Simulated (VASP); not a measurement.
# Si (I4/mmm) in VASP: further runs, part 2 of 3

VASP 6.6.1. The steps go on from the part before.

**3. Single point, r2SCAN (strain +0.015 along x and y, -0.030 along z)**

The input, POSCAR:

```
Si
1.0
   -3.3772395992      3.3772395992      1.8642241059
    3.3772395992     -3.3772395992      1.8642241059
    3.3772395992      3.3772395992     -1.8642241059
Si
4
Direct
    0.1787531995      0.1787531995      0.3575063991
    0.8212468005      0.8212468005      0.6424936010
    0.1787531995      0.8212468005      0.0000000000
    0.8212468005      0.1787531995      0.0000000000
```

The input, INCAR.step1:

```
SYSTEM = Si
PREC = Accurate ; ENCUT = 520
ISMEAR = 0 ; SIGMA = 0.05
LREAL = .FALSE. ; LASPH = .TRUE.
NELM = 100 ; NBANDS = 16
GGA = PE ; ALGO = Normal
EDIFF = 1E-4 ; LWAVE = .TRUE.
LCHARG = .FALSE.
```

The input, INCAR.step2:

```
SYSTEM = Si
PREC = Accurate ; ENCUT = 520
EDIFF = 1E-7 ; ISMEAR = 0
SIGMA = 0.05 ; LREAL = .FALSE.
LASPH = .TRUE. ; NELM = 100
ALGO = Normal ; ISIF = 2
LWAVE = .FALSE. ; LCHARG = .FALSE.
METAGGA = R2SCAN ; LMIXTAU = .TRUE.
NBANDS = 16 ; ISTART = 1
```

The input, KPOINTS:

```
regular mesh
0
G
  10 10 10
  0 0 0
```

Potentials or basis: VASP PAW PBE potentials, release 64 (Si).

Started as:

```
> cat potpaw_PBE.64/Si/POTCAR > POTCAR
> cp INCAR.step1 INCAR
> mpirun -np 1 vasp_std > vasp.out
> cp INCAR.step2 INCAR
> mpirun -np 1 vasp_std > vasp.out
```

It took 18 min on 1 thread of Intel Xeon 8259CL, shared host; peak memory 0.3 GiB.

The run converged. Its results:

```yaml
Free_energy: -34.5608 eV
Pressure: 0.2 GPa
Largest_force: 0.478 eV/Å
Band_gap_on_the_k_mesh: 0.60 eV (least direct gap 1.20 eV)
```

Forces in eV/Å, atoms in the order of the input:
```
Si  -0.338 -0.338  0.000
Si   0.338  0.338  0.000
Si   0.338 -0.338  0.000
Si  -0.338  0.338  0.000
```

Stress tensor (GPa, compression positive):
```
-2.68  0.00  0.00
 0.00 -2.68  0.00
 0.00  0.00  6.00
```

Levels at points of the mesh, in eV from the valence-band top:
```
           k point  band 4  band 5  band 6  band 7  band 8  band 9  band 10  band 11  band 12  band 13
(0.00, 0.00, 0.00)   -5.73   -3.84   -1.24   -1.24   -0.43    1.68     1.68     2.09     2.95     2.95
(0.50, 0.00, 0.00)   -6.43   -4.49   -3.51   -2.34   -1.57    1.07     2.57     3.27     3.80     4.39
(0.50, 0.50, 0.00)   -5.04   -2.97   -2.07   -1.70   -1.36    2.18     2.41     2.63     4.20     4.94
(0.50, 0.50, 0.50)   -5.14   -2.63   -0.03    0.00    0.00    1.20     3.38     3.62     4.49     5.16
```

Caveat: the cell differs from its parent crystal (strain +0.015 along x and y, -0.030 along z); the stress differs along the axes, from -3 to 6 GPa; semilocal functionals underestimate gaps, and a narrow one can read as zero; the PAW data sets were made with another functional, which shifts forces and pressure a little. A k mesh can miss the band edges.

**4. Single point, r2SCAN (strain +0.000 along x and y, +0.015 along z)**

The input, POSCAR:

```
Si
1.0
   -3.3273296544      3.3273296544      1.9507087293
    3.3273296544     -3.3273296544      1.9507087293
    3.3273296544      3.3273296544     -1.9507087293
Si
4
Direct
    0.1787531995      0.1787531995      0.3575063991
    0.8212468005      0.8212468005      0.6424936010
    0.1787531995      0.8212468005      0.0000000000
    0.8212468005      0.1787531995      0.0000000000
```

The input, INCAR.step1:

```
SYSTEM = Si
PREC = Accurate
ENCUT = 520
ISMEAR = 0
SIGMA = 0.05
LREAL = .False.
LASPH = .True.
NELM = 100
NBANDS = 16
GGA = PE
ALGO = Normal
EDIFF = 1E-4
LWAVE = .True.
LCHARG = .False.
```

The input, INCAR.step2:

```
SYSTEM = Si
PREC = Accurate
ENCUT = 520
EDIFF = 1E-6
ISMEAR = 0
SIGMA = 0.05
LREAL = .False.
LASPH = .True.
NELM = 100
ALGO = Normal
ISIF = 2
LWAVE = .False.
LCHARG = .False.
METAGGA = R2SCAN
LMIXTAU = .True.
NBANDS = 16
ISTART = 1
```

The input, KPOINTS:

```
Automatic mesh
0
Gamma
  10 10 10
  0 0 0
```

Potentials or basis: VASP PAW PBE potentials, release 64 (Si).

Started as:

```
> cat potpaw_PBE.64/Si/POTCAR > POTCAR
> cp INCAR.step1 INCAR
> mpirun -np 1 vasp_std > vasp.out
> cp INCAR.step2 INCAR
> mpirun -np 1 vasp_std > vasp.out
```

OUTCAR:

```text
SYSTEM = Si
   PREC = Accurate
   ENCUT = 520
   EDIFF = 1E-6
   ISMEAR = 0
   LREAL = .False.
   LASPH = .True.
   NELM = 100
   ISIF = 2
   METAGGA = R2SCAN
   ISTART = 1

 ion  position               nearest neighbor table
   1  0.179  0.179  0.358-   2 2.37   2 2.37   3 2.38   4 2.38
   2  0.821  0.821  0.642-   1 2.37   1 2.37   4 2.38   3 2.38
   3  0.179  0.821  0.000-   4 2.37   4 2.37   2 2.38   1 2.38
   4  0.821  0.179  0.000-   3 2.37   3 2.37   2 2.38   1 2.38

  LATTYP: Found a body centered tetragonal cell.
[... 657 lines left out ...]
  --------------------------------------------------------------------------------------
  -------------------------------------------------------------------------------------
  Total       -0.3121957     -0.3121957     -1.8247790      0.0000000     -0.0000000      0.0000000
  in kB       -5.7901975     -5.7901975    -33.8436180      0.0000000     -0.0000000      0.0000000
  external PRESSURE =     -15.1413377 kB  Pullay stress =       0.0000000 kB

 VOLUME and BASIS-vectors are now :
 -----------------------------------------------------------------------------
  energy-cutoff  :      520.00
  volume of cell :       86.39
      direct lattice vectors                 reciprocal lattice vectors
    -3.327329654  3.327329654  1.950708729     0.000000000  0.150270653  0.256317098
     3.327329654 -3.327329654  1.950708729     0.150270653  0.000000000  0.256317098
     3.327329654  3.327329654 -1.950708729     0.150270653  0.150270653  0.000000000

 POSITION                                       TOTAL-FORCE (eV/Angst)
 -----------------------------------------------------------------------------------
      1.18954      1.18954     -0.00000         0.095910      0.095910      0.000000
      2.13779      2.13779      1.95071        -0.095910     -0.095910     -0.000000
      2.13779     -2.13779      1.95071        -0.095910      0.095910     -0.000000
     -2.13779      2.13779      1.95071         0.095910     -0.095910     -0.000000
 -----------------------------------------------------------------------------------
    total drift:                               -0.000000     -0.000000      0.000000

  FREE ENERGIE OF THE ION-ELECTRON SYSTEM (eV)
  ---------------------------------------------------
  free  energy   TOTEN  =       -34.6155820289 eV

  energy  without entropy=      -34.6155820289  energy(sigma->0) =      -34.61558203
```

OSZICAR.step1:

```text
N       E                     dE             d eps       ncg     rms          rms(c)
DAV:   1     0.254844618062E+02    0.25484E+02   -0.58799E+03  3264   0.814E+02
DAV:   2    -0.198352137601E+02   -0.45320E+02   -0.40730E+02  4360   0.117E+02
DAV:   3    -0.216816012159E+02   -0.18464E+01   -0.18329E+01  4496   0.224E+01
DAV:   4    -0.217049940062E+02   -0.23393E-01   -0.23387E-01  4000   0.324E+00
DAV:   5    -0.217054719830E+02   -0.47798E-03   -0.47792E-03  4520   0.440E-01    0.668E+00
DAV:   6    -0.214073030392E+02    0.29817E+00   -0.14756E-01  3856   0.187E+00    0.404E+00
DAV:   7    -0.212841673685E+02    0.12314E+00   -0.25849E-01  4024   0.248E+00    0.368E-01
DAV:   8    -0.212870897289E+02   -0.29224E-02   -0.28320E-02  3824   0.912E-01    0.183E-01
DAV:   9    -0.212880020528E+02   -0.91232E-03   -0.18884E-03  4352   0.244E-01    0.983E-02
DAV:  10    -0.212882571284E+02   -0.25508E-03   -0.35948E-04  3944   0.962E-02    0.398E-02
DAV:  11    -0.212883135469E+02   -0.56419E-04   -0.72521E-05  3440   0.474E-02
   1 F= -.21288314E+02 E0= -.21288313E+02  d E =-.184508E-06
```

Run time: 26 min. Hardware: 1 thread of Intel Xeon 8259CL, shared host; peak memory 0.3 GiB.

Results:

```
Free energy            : -34.6156 eV
Pressure               : -1.5 GPa
Largest force          : 0.136 eV/Å
Band gap on the k mesh : 0.43 eV
```

Forces on the atoms (eV/Å):
```
Si   0.096  0.096  0.000
Si  -0.096 -0.096  0.000
Si  -0.096  0.096  0.000
Si   0.096 -0.096  0.000
```

Levels at points of the mesh, in eV from the valence-band top:
```tsv
k point	band 4	band 5	band 6	band 7	band 8	band 9	band 10	band 11	band 12	band 13
(0.00, 0.00, 0.00)	-5.78	-3.91	-1.65	-1.65	-0.64	1.45	1.84	1.84	2.47	2.47
(0.50, 0.00, 0.00)	-6.33	-4.51	-3.59	-2.52	-1.47	1.06	2.70	3.32	3.77	4.52
(0.50, 0.50, 0.00)	-5.13	-2.94	-2.20	-1.87	-1.79	1.74	2.03	2.17	4.36	4.54
(0.50, 0.50, 0.50)	-5.16	-3.19	-0.29	0.00	0.00	0.43	3.52	3.86	4.40	4.66
```

Caveat: the cell differs from its parent crystal (strain +0.000 along x and y, +0.015 along z); semilocal functionals underestimate gaps, and a narrow one can read as zero; the PAW data sets were made with another functional, which shifts forces and pressure a little.

**5. Single point, r2SCAN (strain +0.015 along x and y, -0.015 along z)**

The input, POSCAR:

```
Si
1.0
   -3.3772395992      3.3772395992      1.8930523137
    3.3772395992     -3.3772395992      1.8930523137
    3.3772395992      3.3772395992     -1.8930523137
Si
4
Direct
    0.1787531995      0.1787531995      0.3575063991
    0.8212468005      0.8212468005      0.6424936010
    0.1787531995      0.8212468005      0.0000000000
    0.8212468005      0.1787531995      0.0000000000
```

The input, INCAR.step1:

```
ALGO = Normal
EDIFF = 1E-4
ENCUT = 520
GGA = PE
ISMEAR = 0
LASPH = True
LCHARG = False
LREAL = False
LWAVE = True
NBANDS = 16
NELM = 60
PREC = Accurate
SIGMA = 0.05
```

The input, INCAR.step2:

```
ALGO = Normal
EDIFF = 1E-6
ENCUT = 520
ISIF = 2
ISMEAR = 0
ISTART = 1
LASPH = True
LCHARG = False
LMIXTAU = True
LREAL = False
LWAVE = False
METAGGA = R2SCAN
NBANDS = 16
NELM = 60
PREC = Accurate
SIGMA = 0.05
```

The input, KPOINTS:

```
k-points
0
Gamma
  10 10 10
```

Started as:

```
> cat potpaw_PBE.64/Si/POTCAR > POTCAR
> cp INCAR.step1 INCAR
> mpirun -np 1 vasp_std > vasp.out
> cp INCAR.step2 INCAR
> mpirun -np 1 vasp_std > vasp.out
```

Wall time 13 min (1 thread of Intel Xeon 8259CL, shared host); peak memory 0.31 GiB.

It converged, with:

| Quantity | Value |
| --- | --- |
| Free energy | -34.5948 eV |
| Pressure | -1.3 GPa |
| Largest force | 0.317 eV/Å |
| Band gap on the k mesh | 0.61 eV (least direct gap 1.00 eV) |

Forces on the atoms (eV/Å):
```
Si  -0.224 -0.224  0.000
Si   0.224  0.224  0.000
Si   0.224 -0.224  0.000
Si  -0.224  0.224  0.000
```

Stress tensor (GPa, compression positive):
```
-3.10  0.00  0.00
 0.00 -3.10  0.00
 0.00  0.00  2.34
```

Levels at points of the mesh, in eV from the valence-band top:
| k point | band 5 | band 6 | band 7 | band 8 | band 9 | band 10 | band 11 | band 12 |
| --- | --- | --- | --- | --- | --- | --- | --- | --- |
| (0.00, 0.00, 0.00) | -3.81 | -1.35 | -1.35 | -0.47 | 1.73 | 1.73 | 1.93 | 2.78 |
| (0.50, 0.00, 0.00) | -4.45 | -3.50 | -2.36 | -1.53 | 1.08 | 2.58 | 3.29 | 3.80 |
| (0.50, 0.50, 0.00) | -2.92 | -2.00 | -1.82 | -1.46 | 2.17 | 2.23 | 2.47 | 4.22 |
| (0.50, 0.50, 0.50) | -2.76 | -0.11 | 0.00 | 0.00 | 1.00 | 3.48 | 3.62 | 4.28 |

Caveat: the cell differs from its parent crystal (strain +0.015 along x and y, -0.015 along z); the stress differs along the axes, from -3 to 2 GPa; semilocal functionals underestimate gaps, and a narrow one can read as zero; the PAW data sets were made with another functional, which shifts forces and pressure a little.

[end of part 2 of 3]
